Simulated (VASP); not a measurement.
Set up this calculation in VASP 6.6.1, as the native input.

```
Task                   : single point
Functional             : PBE
Potentials or basis    : VASP PAW PBE potentials, release 64 (In_d, P)
Cutoff                 : 520 eV
k mesh                 : 8 × 8 × 8
Occupations            : gaussian, width 0.05 eV
Spin                   : non-collinear spin, zero start, spin-orbit coupling
Starting moments       : [[0.0, 0.0, 0.0], [0.0, 0.0, 0.0]] μB
Dipole correction      : no
Further INCAR settings : ALGO = Normal; EDIFF = 1e-07; NBANDS = 30
```

The structure of InP lies in POSCAR:

```
InP
1.0
    0.0000000000      2.9305005221      2.9305005221
    2.9305005221      0.0000000000      2.9305005221
    2.9305005221      2.9305005221      0.0000000000
In P
1 1
Direct
    0.0000000000      0.0000000000      0.0000000000
    0.7500000000      0.7500000000      0.7500000000
```

One way to write it, as run:

INCAR

```
SYSTEM = InP
PREC = Accurate
ENCUT = 520
EDIFF = 1E-7
ISMEAR = 0
SIGMA = 0.05
LREAL = .FALSE.
LASPH = .TRUE.
NELM = 150
ALGO = Normal
ISIF = 2
LWAVE = .FALSE.
LCHARG = .FALSE.
LNONCOLLINEAR = .TRUE.
MAGMOM = 0 0 0 0 0 0
LORBIT = 11
LSORBIT = .TRUE.
GGA_COMPAT = .FALSE.
LORBMOM = .TRUE.
GGA = PE
NBANDS = 30
```

KPOINTS

```
Automatic mesh
0
G
  8 8 8
  0 0 0
```

Potentials or basis: VASP PAW PBE potentials, release 64 (In_d, P).

Run with:

```bash
$ cat potpaw_PBE.64/In_d/POTCAR potpaw_PBE.64/P/POTCAR > POTCAR
$ mpirun -np 1 vasp_ncl > vasp.out
```

It gave:

```json
{"Pressure": "3.2 GPa", "Net moment": "0.00 μB per cell", "Valence electrons inside the program's atomic spheres": "In 11.50; P 2.53"}
```

Caveat: the cell stands under pressure.

It took 81 s on 1 thread of AMD EPYC 9R45 96-Core Processor (Zen 5) (shared host), peak memory 0.32 GiB.
